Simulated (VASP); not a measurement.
**ZrB: single point with PBEsol**

The system is ZrB.

```
CELL_PARAMETERS angstrom
0.00000 2.25525 2.25525
2.25525 0.00000 2.25525
2.25525 2.25525 0.00000
ATOMIC_POSITIONS crystal
Zr 0.00000 0.00000 0.00000
B 0.50000 0.50000 0.50000
```

This cell differs from its parent crystal: strain -0.030 along x and y, -0.030 along z.

```
Program             : VASP 6.6.1
Task                : single point
Functional          : PBEsol
Potentials or basis : VASP PAW PBE potentials, release 64 (Zr_sv, B)
Cutoff              : 520 eV
k mesh              : 18 × 18 × 18
Occupations         : gaussian, width 0.15 eV
Spin                : no spin polarisation
```

```json
{
 "Pressure": "58.6 GPa",
 "Band gap on the k mesh": "zero (an odd number of electrons rules out a gap without spin polarisation)"
}
```

Levels at points of the mesh, in eV from the Fermi level:
```
           k point  band 6  band 7  band 8  band 9  band 10  band 11
(0.00, 0.00, 0.00)    1.96    1.96    1.96    4.02     4.02     4.07
(0.50, 0.00, 0.00)   -3.06   -1.60   -1.60    6.35     6.35     8.18
(0.50, 0.50, 0.00)   -1.43    0.14    2.92    2.92     6.06     7.69
```

Wall time 100 s on 1 thread of AMD EPYC 7R13, on a shared host, peak memory 0.16 GiB.

Caveat: the cell differs from its parent crystal (strain -0.030 along x and y, -0.030 along z); the cell stands under pressure; the PAW data sets were made with another functional, which shifts forces and pressure a little.
